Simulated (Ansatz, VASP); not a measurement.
Two plane-wave programs on Ca

```xyz
1
Lattice="-2.2052 2.2052 2.1961 2.2052 -2.2052 2.1961 2.2052 2.2052 -2.1961" Properties=species:S:1:pos:R:3 pbc="T T T"
Ca    0.0000    0.0000    2.1961
```

Alike in both runs: task relaxation of cell and atoms; functional PBE; k mesh 14 × 14 × 14; occupations gaussian, width 0.1 eV; no spin polarisation.

```csv
,VASP,Ansatz
version,VASP 6.6.1,Ansatz 0.2.0
potentials or method,"VASP PAW PBE potentials, release 64 (Ca_sv), cutoff 600 eV","scalar-relativistic, plane waves, PAW"
valence electrons in the cell,10,10
```

|  | VASP | Ansatz | Ansatz less VASP |
| --- | --- | --- | --- |
| gap on the k mesh at the Fermi level, each at its own relaxed structure (eV) | none | none | - |
| relaxed volume (Å³/atom) | 42.22 | 42.13 | -0.086 |
| relaxed cell length with the largest relative difference (Å) | 3.799 | 3.797 | -0.0026 |

A gap of «none» marks a metal or a gap that the smearing closes.
